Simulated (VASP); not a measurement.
Write the native input for VASP 6.6.1 that does the following.

```
Task                   : single point
Functional             : PBE
Dispersion             : D3(BJ)
Potentials or basis    : VASP PAW PBE potentials, release 64 (Sn_d, O)
Cutoff                 : 520 eV
k mesh                 : 12 × 12 × 4
Occupations            : gaussian, width 0.05 eV
Spin                   : no spin polarisation
Dipole correction      : no
Further INCAR settings : ALGO = Normal; EDIFF = 1e-06; NBANDS = 35
```

The structure of SnO2 lies in POSCAR:

```
SnO2
1.0
    3.1845270180      0.0000000000      0.0000000000
   -1.5922635090      2.7578812966      0.0000000000
    0.0000000000      0.0000000000     10.2472985135
Sn O
2 4
Direct
   -0.1949598692      0.0000000000      0.5000000000
    0.1949598692      0.0000000000      0.0000000000
    0.4692314443      0.3333333333      0.4017901351
    0.8641018891      0.3333333333      0.0982098649
    0.1358981109      0.6666666667      0.5982098649
    0.5307685557      0.6666666667      0.9017901351
```

This cell differs from its parent crystal: atoms displaced along a vibrational mode, the cell strained.

These files were run (other wordings do the same):

INCAR

```
SYSTEM = SnO2
  ALGO = Normal
  EDIFF = 1E-6
  ENCUT = 520
  GGA = PE
  ISIF = 2
  ISMEAR = 0
  IVDW = 12
  LASPH = .True.
  LCHARG = .False.
  LREAL = .False.
  LWAVE = .False.
  NBANDS = 35
  NELM = 80
  PREC = Accurate
  SIGMA = 0.05
```

KPOINTS

```
k-points
0
Gamma
  12 12 4
  0 0 0
```

Potentials or basis: VASP PAW PBE potentials, release 64 (Sn_d, O).

Command:

```console
$ cat potpaw_PBE.64/Sn_d/POTCAR potpaw_PBE.64/O/POTCAR > POTCAR
$ mpirun -np 1 vasp_std > vasp.out
```

It gave:

| Quantity | Value |
| --- | --- |
| Pressure | 4.0 GPa |
| Largest force | 0.392 eV/Å |
| Band gap on the k mesh | 2.34 eV (least direct gap 2.68 eV) |
| Dispersion energy per atom | -0.169 eV |

Caveat: the cell differs from its parent crystal (atoms displaced along a vibrational mode, the cell strained); the cell stands under pressure; spin-orbit coupling is left out, which moves the levels of the heavy elements.

Wall time 4.6 min on 1 thread of Intel(R) Xeon(R) Platinum 8488C (Sapphire Rapids), with other jobs on the host, peak memory 0.43 GiB.
